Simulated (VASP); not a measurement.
Input of a VASP 6.6.1 run:

The input INCAR:

```
ALGO     = Normal         # electronic algorithm
EDIFF    = 1E-8           # SCF threshold, eV
ENCUT    = 520            # plane-wave cutoff, eV
GGA      = PS             # functional
GGA_COMPAT= F            
ISIF     = 2              # what is computed and relaxed
ISMEAR   = -1             # smearing method
LASPH    = T              # aspherical terms in the spheres
LCHARG   = F              # write CHGCAR
LEFG     = T            
LNONCOLLINEAR= T              # non-collinear magnetism
LORBIT   = 11             # projections on sites
LORBMOM  = T            
LREAL    = F              # projectors in reciprocal space
LSORBIT  = T              # spin-orbit coupling
LWAVE    = F              # write WAVECAR
MAGMOM   = 0 0 0 0 0 0    # initial moments
NBANDS   = 30             # bands
NELM     = 150            # most SCF steps
PREC     = Accurate       # precision mode
SIGMA    = 0.01           # smearing width, eV
```

The input KPOINTS:

```
k-points
0
Gamma
  7 7 7
```

Contents of POSCAR:

```
CdTe
1.0
    0.0000000000      3.2821135562      3.2821135562
    3.2821135562      0.0000000000      3.2821135562
    3.2821135562      3.2821135562      0.0000000000
Cd Te
1 1
Direct
    0.0000000000      0.0000000000      0.0000000000
    0.7500000000      0.7500000000      0.7500000000
```

Potentials or basis: VASP PAW PBE potentials, release 64 (Cd, Te).

Command:

```bash
$ cat potpaw_PBE.64/Cd/POTCAR potpaw_PBE.64/Te/POTCAR > POTCAR
$ mpirun -np 1 vasp_ncl > vasp.out
```

**Question.** Estimate the net moment.

**Answer.** 0.00 μB per cell.

**Question.** What does it give for the pressure?

**Answer.** -1.1 GPa.

Moments on the atoms (μB; x, y, z):
```
Cd  0.00 0.00 0.00
Te  0.00 0.00 0.00
```

Caveat: without QUAD_EFG the Cq values of the log hold for a quadrupole moment of 1 mb, not for the nuclei; the PAW data sets were made with another functional, which shifts forces and pressure a little.
